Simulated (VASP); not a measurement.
Input of a VASP 6.6.1 run:

Contents of INCAR:

```
SYSTEM = Al
PREC = Accurate ; ENCUT = 520
EDIFF = 1E-7 ; ISMEAR = 0
SIGMA = 0.15 ; LREAL = .False.
LASPH = .True. ; NELM = 100
ALGO = Fast ; ISIF = 2
LWAVE = .False. ; LCHARG = .False.
GGA = PS ; NBANDS = 8
```

The input KPOINTS:

```
regular mesh
0
Gamma
  20 20 20
  0 0 0
```

The input POSCAR:

```
Al
1.0
    0.0758992500      2.0239800000      2.0239800000
    2.0239800000      0.0758992500      2.0239800000
    2.0998792500      2.0998792500      0.0000000000
Al
1
Direct
    0.0000000000      0.0000000000      0.0000000000
```

Potentials or basis: VASP PAW PBE potentials, release 64 (Al).

The run is started by

```sh
$ cat potpaw_PBE.64/Al/POTCAR > POTCAR
$ mpirun -np 1 vasp_std > vasp.out
```

Q: Predict the band gap on the k mesh.

A: Zero (an odd number of electrons rules out a gap without spin polarisation).

Q: What does it give for the pressure?

A: -1.3 GPa.

Stress tensor (GPa, compression positive):
```
-0.88 -2.46  0.00
-2.46 -0.88  0.00
 0.00  0.00 -2.25
```

Caveat: the cell differs from its parent crystal (strain +0.0750 x Voigt [0, 0, 0, 0, 0, 1]); the PAW data sets were made with another functional, which shifts forces and pressure a little.
